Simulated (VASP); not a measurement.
# GaSb3 (Fm-3m) in VASP: single point with r2SCAN

Aim: the single point of GaSb3 with r2SCAN.

Everything below comes from runs of VASP 6.6.1. Logs are shortened: lines on timing, memory, paths and dates and some standing lists are left out, and cuts for length are marked.

## (1) The cell of the first run

It takes space group Fm-3m (No. 225, cubic). The conventional cell has a = 7.398 Å, b = 7.398 Å, c = 7.398 Å, α = 90.00°, β = 90.00°, γ = 90.00°. Ga (site symmetry m-3m) has 14 Sb at 3.20 to 3.70 Å within 4.2 Å. Within 4.2 Å of Sb (site symmetry -43m) lie 4 Ga at 3.20 Å and 10 Sb at 3.20 to 3.70 Å. Sb (site symmetry m-3m) has 8 Sb at 3.20 Å and 6 Ga at 3.70 Å within 4.2 Å.

## (2) Single point, r2SCAN

File POSCAR:

```
GaSb3
1.0
    0.0000000000      3.6990581066      3.6990581066
    3.6990581066      0.0000000000      3.6990581066
    3.6990581066      3.6990581066      0.0000000000
Ga Sb
1 3
Direct
    0.0000000000      0.0000000000      0.0000000000
    0.2500000000      0.2500000000      0.2500000000
    0.7500000000      0.7500000000      0.7500000000
    0.5000000000      0.5000000000      0.5000000000
```

File INCAR.step1:

```
SYSTEM = GaSb3
PREC     = Accurate       ! precision mode
ENCUT    = 520            ! plane-wave cutoff, eV
ISMEAR   = 0              ! smearing method
SIGMA    = 0.1            ! smearing width, eV
LREAL    = .FALSE.        ! projectors in reciprocal space
LASPH    = .TRUE.         ! aspherical terms in the spheres
NELM     = 100            ! most SCF steps
NBANDS   = 22             ! bands
GGA      = PE             ! functional
ALGO     = Normal         ! electronic algorithm
EDIFF    = 1E-4           ! SCF threshold, eV
LWAVE    = .TRUE.         ! write WAVECAR
LCHARG   = .FALSE.        ! write CHGCAR
```

File INCAR.step2:

```
SYSTEM = GaSb3
PREC     = Accurate       ! precision mode
ENCUT    = 520            ! plane-wave cutoff, eV
EDIFF    = 1E-6           ! SCF threshold, eV
ISMEAR   = 0              ! smearing method
SIGMA    = 0.1            ! smearing width, eV
LREAL    = .FALSE.        ! projectors in reciprocal space
LASPH    = .TRUE.         ! aspherical terms in the spheres
NELM     = 100            ! most SCF steps
ALGO     = Normal         ! electronic algorithm
ISIF     = 2              ! what is computed and relaxed
LWAVE    = .FALSE.        ! write WAVECAR
LCHARG   = .FALSE.        ! write CHGCAR
METAGGA  = R2SCAN         ! meta-GGA
LMIXTAU  = .TRUE.       
NBANDS   = 22             ! bands
ISTART   = 1
```

File KPOINTS:

```
regular mesh
0
G
  12 12 12
  0 0 0
```

Potentials or basis: VASP PAW PBE potentials, release 64 (Ga_d, Sb).

Started as:

```bash
cat potpaw_PBE.64/Ga_d/POTCAR potpaw_PBE.64/Sb/POTCAR > POTCAR
cp INCAR.step1 INCAR
mpirun -np 1 vasp_std > vasp.out
cp INCAR.step2 INCAR
mpirun -np 1 vasp_std > vasp.out
```

OUTCAR:

```text
SYSTEM = GaSb3
   PREC = Accurate
   ENCUT = 520
   EDIFF = 1E-6
   ISMEAR = 0
   LREAL = .FALSE.
   LASPH = .TRUE.
   NELM = 100
   ISIF = 2
   METAGGA = R2SCAN
   ISTART = 1

 ion  position               nearest neighbor table
   1  0.000  0.000  0.000-   3 3.20   3 3.20   3 3.20   2 3.20   3 3.20   2 3.20   2 3.20   2 3.20

   2  0.250  0.250  0.250-   1 3.20   1 3.20   1 3.20   1 3.20   4 3.20   4 3.20   4 3.20   4 3.20
                             3 3.70   3 3.70   3 3.70   3 3.70   3 3.70   3 3.70
   3  0.750  0.750  0.750-   4 3.20   4 3.20   4 3.20   1 3.20   4 3.20   1 3.20   1 3.20   1 3.20
                             2 3.70   2 3.70   2 3.70   2 3.70   2 3.70   2 3.70
   4  0.500  0.500  0.500-   2 3.20   2 3.20   2 3.20   2 3.20   3 3.20   3 3.20   3 3.20   3 3.20

  LATTYP: Found a face centered cubic cell.
 ALAT       =     7.3981162132

  Lattice vectors:

 A1 = (   0.0000000000,   3.6990581066,   3.6990581066)
 A2 = (   3.6990581066,   0.0000000000,   3.6990581066)
 A3 = (   3.6990581066,   3.6990581066,   0.0000000000)

Analysis of symmetry for initial positions (statically):
=====================================================================
 Subroutine PRICEL returns:
 Original cell was already a primitive cell.

 Routine SETGRP: Setting up the symmetry group for a
 face centered cubic supercell.

 Subroutine GETGRP returns: Found 48 space group operations
 (whereof 48 operations were pure point group operations)
 out of a pool of 48 trial point group operations.

The static configuration has the point symmetry O_h .

Analysis of symmetry for dynamics (positions and initial velocities):
=====================================================================
 Subroutine PRICEL returns:
 Original cell was already a primitive cell.

 Routine SETGRP: Setting up the symmetry group for a
 face centered cubic supercell.

 Subroutine GETGRP returns: Found 48 space group operations
 (whereof 48 operations were pure point group operations)
 out of a pool of 48 trial point group operations.

The dynamic configuration has the point symmetry O_h .

 Subroutine INISYM returns: Found 48 space group operations
 (whereof 48 operations are pure point group operations),
 and found     1 'primitive' translations

----------------------------------------------------------------------------------------

                                     Primitive cell

  volume of cell :     101.2287

  direct lattice vectors                    reciprocal lattice vectors
     0.000000000  3.699058107  3.699058107    -0.135169545  0.135169545  0.135169545
     3.699058107  0.000000000  3.699058107     0.135169545 -0.135169545  0.135169545
     3.699058107  3.699058107  0.000000000     0.135169545  0.135169545 -0.135169545

  length of vectors
     5.231258142  5.231258142  5.231258142     0.234120519  0.234120519  0.234120519

  position of ions in fractional coordinates (direct lattice)
     0.000000000  0.000000000  0.000000000
     0.250000000  0.250000000  0.250000000
     0.750000000  0.750000000  0.750000000
     0.500000000  0.500000000  0.500000000

  ion indices of the primitive-cell ions
   primitive index   ion index
                 1           1
                 2           2
                 3           3
                 4           4

----------------------------------------------------------------------------------------

 KPOINTS: regular mesh

Automatic generation of k-mesh.
 Grid dimensions read from file:
 generate k-points for:   12   12   12

 Generating k-lattice:

  Cartesian coordinates                     Fractional coordinates (reciprocal lattice)
    -0.011264129  0.011264129  0.011264129     0.083333333  0.000000000  0.000000000
     0.011264129 -0.011264129  0.011264129     0.000000000  0.083333333  0.000000000
     0.011264129  0.011264129 -0.011264129     0.000000000  0.000000000  0.083333333

  Length of vectors
     0.019510043  0.019510043  0.019510043

  Shift w.r.t. Gamma in fractional coordinates (k-lattice)
     0.000000000  0.000000000  0.000000000

 Subroutine IBZKPT returns following result:
 ===========================================

 Found     72 irreducible k-points:

 Following reciprocal coordinates:
            Coordinates               Weight
  0.000000  0.000000  0.000000      1.000000
  0.083333  0.000000  0.000000      8.000000
  0.166667  0.000000  0.000000      8.000000
  0.250000  0.000000  0.000000      8.000000
  0.333333  0.000000  0.000000      8.000000
  0.416667  0.000000  0.000000      8.000000
[... 16 lines left out ...]
  0.500000  0.166667  0.000000     24.000000
 -0.416667  0.166667  0.000000     24.000000
 [... further k-points ...]
   k-points           NKPTS =     72   k-points in BZ     NKDIM =     72   number of bands    NBANDS=     22
   number of dos      NEDOS =    301   number of ions     NIONS =      4
   total plane-waves  NPLWV =  64000
   dimension x,y,z NGX =    40 NGY =   40 NGZ =   40
   dimension x,y,z NGXF=    80 NGYF=   80 NGZF=   80
   ions per type =               1   3
   NGX,Y,Z   is equivalent  to a cutoff of  12.71, 12.71, 12.71 a.u.
   NGXF,Y,Z  is equivalent  to a cutoff of  25.42, 25.42, 25.42 a.u.
 SYSTEM =  GaSb3
   PREC   = accura    normal or accurate (medium, high low for compatibility)
   ISTART =      1    job   : 0-new  1-cont  2-samecut
   ICHARG =      0    charge: 1-file 2-atom 10-const
   ISPIN  =      1    spin polarized calculation?
   LNONCOLLINEAR =      F non collinear calculations
   LSORBIT =      F    spin-orbit coupling
   LASPH  =      T    aspherical Exc in radial PAW
   ENCUT  =  520.0 eV  38.22 Ry    6.18 a.u.   9.73  9.73  9.73*2*pi/ulx,y,z
   NELM   =    100;   NELMIN=  2; NELMDL=  0     # of ELM steps
   EDIFF  = 0.1E-05   stopping-criterion for ELM
   LREAL  =      F    real-space projection
   EDIFFG = 0.1E-04   stopping-criterion for IOM
   NSW    =      0    number of steps for IOM
   IBRION =     -1    ionic relax: 0-MD 1-quasi-New 2-CG
   NFREE  =      0    steps in history (QN), initial steepest desc. (CG)
   ISIF   =      2    stress and relaxation
   ISYM   =      2    0-nonsym 1-usesym 2-fastsym
   POTIM  = 0.5000    time-step for ionic-motion
   TEBEG  =    0.0;   TEEND  =   0.0 temperature during run
   PSTRESS=    0.0 pullay stress
   NELECT =      28.0000    total number of electrons
   NUPDOWN=      -1.0000    fix difference up-down
   EMIN   =  10.00;   EMAX   =-10.00  energy-range for DOS
   EFERMI =   0.00;   METHOD = LEGACY
   ISMEAR =     0;   SIGMA  =   0.10  broadening in eV -4-tet -1-fermi 0-gaus
   EFERMI_NEDOS =   21; number of points for ismear=-14 and -15
   IALGO  =     38    algorithm
   IMIX   =      4    mixing-type and parameters
     AMIX     =   0.40;   BMIX     =  1.00
     AMIX_MAG =   1.60;   BMIX_MAG =  1.00
  volume/ion in A,a.u.               =      25.31       170.78
  Fermi-wavevector in a.u.,A,eV,Ry     =   1.066661  2.015697 15.480238  1.137765
  Thomas-Fermi vector in A             =   2.202252
   LORBIT       =      0    0 simple, 1 ext, 2 COOP (PROOUT), +10 PAW based schemes
   METAGGA = R2SCAN    functional components
   LHFCALC =     F    Hartree Fock is set to
   AEXX    =    0.0000 exact exchange contribution
   IVDW    =     0    specifies the selected vdW correction
   LEPSILON=     F    determine dielectric tensor
   LRPA    =     F    only Hartree local field effects (RPA)
 non-spin polarized calculation
 Gauss-broadening in eV      SIGMA  =   0.10
  energy-cutoff  :      520.00
  volume of cell :      101.23
 maximum number of plane-waves:      2764
   NGX = 19   NGY = 19   NGZ = 19

 number of electron      28.0000012 magnetization

 Free energy of the ion-electron system (eV)
  ---------------------------------------------------
  ext. energy  EPLUGINS =         0.00000000
  ---------------------------------------------------
  free energy    TOTEN  =       -87.21677251 eV

  energy without entropy =      -87.20705297  energy(sigma->0) =      -87.21191274

 E-fermi :   7.6570     XC(G=0): -10.9498

 val. band max:        7.6489971099   @ k =   0.4167   0.2500   0.0000
 cond. band min:       7.6725534713   @ k =  -0.4167   0.3333   0.1667
 fundamental gap:      0.0235563614
 Fermi energy:         7.6569729195

 k-point     1 :       0.0000    0.0000    0.0000
  band No.  band energies     occupation
      1      -7.6910      2.00000
      2      -7.6910      2.00000
      3      -7.6909      2.00000
      4      -7.6748      2.00000
      5      -7.6748      2.00000
      6      -5.5382      2.00000
[... 14 lines left out ...]
     21      15.0128      0.00000
     22      15.0128      0.00000

 k-point     2 :       0.0833    0.0000    0.0000
  band No.  band energies     occupation
      1      -7.6914      2.00000
      2      -7.6908      2.00000
      3      -7.6907      2.00000
      4      -7.6749      2.00000
      5      -7.6749      2.00000
      6      -5.4802      2.00000
[... 14 lines left out ...]
     21      14.4643      0.00000
     22      14.8824      0.00000

 k-point     3 :       0.1667    0.0000    0.0000
  band No.  band energies     occupation
      1      -7.6925      2.00000
      2      -7.6903      2.00000
      3      -7.6902      2.00000
      4      -7.6751      2.00000
      5      -7.6750      2.00000
      6      -5.3068      2.00000
[... 14 lines left out ...]
     21      13.2607      0.00000
     22      14.4433      0.00000

 k-point     4 :       0.2500    0.0000    0.0000
  band No.  band energies     occupation
      1      -7.6942      2.00000
      2      -7.6897      2.00000
      3      -7.6896      2.00000
      4      -7.6752      2.00000
      5      -7.6752      2.00000
      6      -5.0209      2.00000
[... 14 lines left out ...]
     21      13.2989      0.00000
     22      13.7021      0.00000

 k-point     5 :       0.3333    0.0000    0.0000
  band No.  band energies     occupation
      1      -7.6961      2.00000
      2      -7.6891      2.00000
      3      -7.6890      2.00000
      4      -7.6753      2.00000
      5      -7.6753      2.00000
      6      -4.6313      2.00000
[... 417 lines left out ...]
 k-point    22 :       0.4167    0.1667    0.0000
  band No.  band energies     occupation
      1      -7.6965      2.00000
      2      -7.6895      2.00000
      3      -7.6879      2.00000
      4      -7.6770      2.00000
      5      -7.6748      2.00000
      6      -4.2798      2.00000
[... 14 lines left out ...]
     21      13.4785      0.00000
     22      14.0462      0.00000

 k-point    23 :       0.5000    0.1667    0.0000
  band No.  band energies     occupation
      1      -7.6967      2.00000
      2      -7.6899      2.00000
      3      -7.6877      2.00000
      4      -7.6768      2.00000
      5      -7.6751      2.00000
      6      -3.8207      2.00000
[... 14 lines left out ...]
     21      13.1487      0.00000
     22      15.3155      0.00000

 k-point    24 :      -0.4167    0.1667    0.0000
  band No.  band energies     occupation
      1      -7.6964      2.00000
      2      -7.6903      2.00000
      3      -7.6878      2.00000
      4      -7.6765      2.00000
      5      -7.6754      2.00000
      6      -3.7043      2.00000
[... 14 lines left out ...]
     21      13.1225      0.00000
     22      16.3245      0.00000

 [... further k-points ...]

------------------------ aborting loop because EDIFF is reached ----------------------------------------

  FORCE on cell =-STRESS in cart. coord.  units (eV):
  Direction    XX          YY          ZZ          XY          YZ          ZX
  --------------------------------------------------------------------------------------
  -------------------------------------------------------------------------------------
  Total       -0.0409194     -0.0409194     -0.0409194      0.0000000     -0.0000000      0.0000000
  in kB       -0.6476443     -0.6476443     -0.6476443      0.0000000     -0.0000000      0.0000000
  external PRESSURE =      -0.6476443 kB  Pullay stress =       0.0000000 kB

 VOLUME and BASIS-vectors are now :
 -----------------------------------------------------------------------------
  energy-cutoff  :      520.00
  volume of cell :      101.23
      direct lattice vectors                 reciprocal lattice vectors
     0.000000000  3.699058107  3.699058107    -0.135169545  0.135169545  0.135169545
     3.699058107  0.000000000  3.699058107     0.135169545 -0.135169545  0.135169545
     3.699058107  3.699058107  0.000000000     0.135169545  0.135169545 -0.135169545

 POSITION                                       TOTAL-FORCE (eV/Angst)
 -----------------------------------------------------------------------------------
      0.00000      0.00000      0.00000        -0.000000     -0.000000      0.000000
      1.84953      1.84953      1.84953         0.000000      0.000000      0.000000
      5.54859      5.54859      5.54859        -0.000000     -0.000000     -0.000000
      3.69906      3.69906      3.69906        -0.000000     -0.000000      0.000000
 -----------------------------------------------------------------------------------
    total drift:                               -0.000000      0.000000      0.000000

  FREE ENERGIE OF THE ION-ELECTRON SYSTEM (eV)
  ---------------------------------------------------
  free  energy   TOTEN  =       -87.2167725116 eV

  energy  without entropy=      -87.2070529681  energy(sigma->0) =      -87.21191274
```

It took 4.7 min on 1 thread of Intel Xeon Platinum 8488C (Sapphire Rapids), shared host; peak memory 0.35 GiB.

What came out:

```
Free energy            : -87.2168 eV
Pressure               : -0.1 GPa
Band gap on the k mesh : zero (band 14 reaches 9.17 eV, above the bottom of band 15 at 5.08 eV)
```

Caveat: the PAW data sets were made with another functional, which shifts forces and pressure a little; spin-orbit coupling is left out, which moves the levels of the heavy elements.
